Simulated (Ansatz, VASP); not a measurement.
Two plane-wave programs on Co

The input INCAR:

```
SYSTEM = Co
PREC = Accurate
ENCUT = 600
EDIFF = 1E-6
ISMEAR = -1
SIGMA = 0.05
LREAL = .FALSE.
LASPH = .TRUE.
NELM = 200
ALGO = Normal
ISIF = 2
LWAVE = .FALSE.
LCHARG = .TRUE.
ISPIN = 2
MAGMOM = 0.337 0.337
LORBIT = 11
LMAXMIX = 4
GGA = PS
LELF = .TRUE.
LVHAR = .TRUE.
NBANDS = 20
GGA_COMPAT = .FALSE.
```

KPOINTS

```
Automatic mesh
0
G
  13 13 13
  0 0 0
```

Contents of POSCAR:

```
Co
1.0
    0.0000000000      2.3240067419      2.3240067419
    2.3240067419      0.0000000000      2.3240067419
    2.3240067419      2.3240067419      0.0000000000
Co
2
Direct
    0.1250000000      0.1250000000      0.1250000000
    0.8750000000      0.8750000000      0.8750000000
```

Input for Ansatz:

```yaml
crystal:
  lattice:
    - [0.0, 2.3240067419, 2.3240067419]
    - [2.3240067419, 0.0, 2.3240067419]
    - [2.3240067419, 2.3240067419, 0.0]
  atoms:
    - { symbol: Co, position: [0.125, 0.125, 0.125], spin: 0.337 }
    - { symbol: Co, position: [0.875, 0.875, 0.875], spin: 0.337 }
hamiltonian:
  xc: pbesol
  pseudopotentials:
    kind: paw
    azcp:
      Co: "pseudopotentials/Co.paw.azcp"
basis:
  ecutwfc: 420
  fft_grid_basis: typed
kpoints:
  mp_grid: { grid: [13, 13, 13], shift: [0, 0, 0] }
magnetization:
  spin_polarized: true
scf:
  occupations: { method: fermi_dirac, width: 0.05 }
  lower_state_search: "off"
output:
  stress: true
  write_density: true
  write_potential: true
  elf: true
  volumetric_format: npy
```

Alike in both runs: task single point; functional PBEsol; k mesh 13 × 13 × 13; occupations fermi-dirac, width 0.05 eV; collinear spin.

|  | VASP | Ansatz |
| --- | --- | --- |
| version | VASP 6.6.1 | Ansatz 0.2.0 |
| potentials or method | VASP PAW PBE potentials, release 64 (Co), cutoff 600 eV | plane waves (420 eV) with PAW, scalar-relativistic |
| valence electrons in the cell | 18 | 34 |

|  | VASP | Ansatz | Ansatz less VASP |
| --- | --- | --- | --- |
| pressure (GPa) | 21.5 | 25.0 | +3.50 |
| net moment per atom (μB) | 0.00 | 0.00 | -0.001 |

VASP's potentials were made for PBE, not for PBEsol, and Ansatz warns of the same on its side. VASP's potentials hold 18 valence electrons a cell and Ansatz's 34, so a difference there can come from the potentials and not from the codes. Ansatz's warnings: seeded moment not kept.
